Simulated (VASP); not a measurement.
Here is a VASP 6.6.1 calculation.

Contents of INCAR:

```
SYSTEM = S
ALGO = Normal ; EDIFF = 1E-6
ENCUT = 520 ; GGA = CA
ISIF = 2 ; ISMEAR = -1
LASPH = .True. ; LCHARG = .True.
LELF = .True. ; LREAL = .False.
LVHAR = .True. ; LWAVE = .False.
NBANDS = 9 ; NELM = 80
PREC = Accurate ; SIGMA = 0.08
```

KPOINTS

```
k-points
0
Gamma
  16 16 16
  0 0 0
```

POSCAR

```
S
1.0
   -1.4878049490      1.4878049490      1.4878049490
    1.4878049490     -1.4878049490      1.4878049490
    1.4878049490      1.4878049490     -1.4878049490
S
1
Direct
    0.0000000000      0.0000000000      0.0000000000
```

Potentials or basis: VASP PAW LDA potentials, release 64 (S).

Launch:

```bash
$ cat potpaw_LDA.64/S/POTCAR > POTCAR
$ mpirun -np 1 vasp_std > vasp.out
```

(1) Predict the band gap on the k mesh.

(2) Estimate the pressure.

Answers

(1) zero (band 3 reaches 14.57 eV, above the bottom of band 4 at 4.97 eV).

(2) 13.5 GPa.
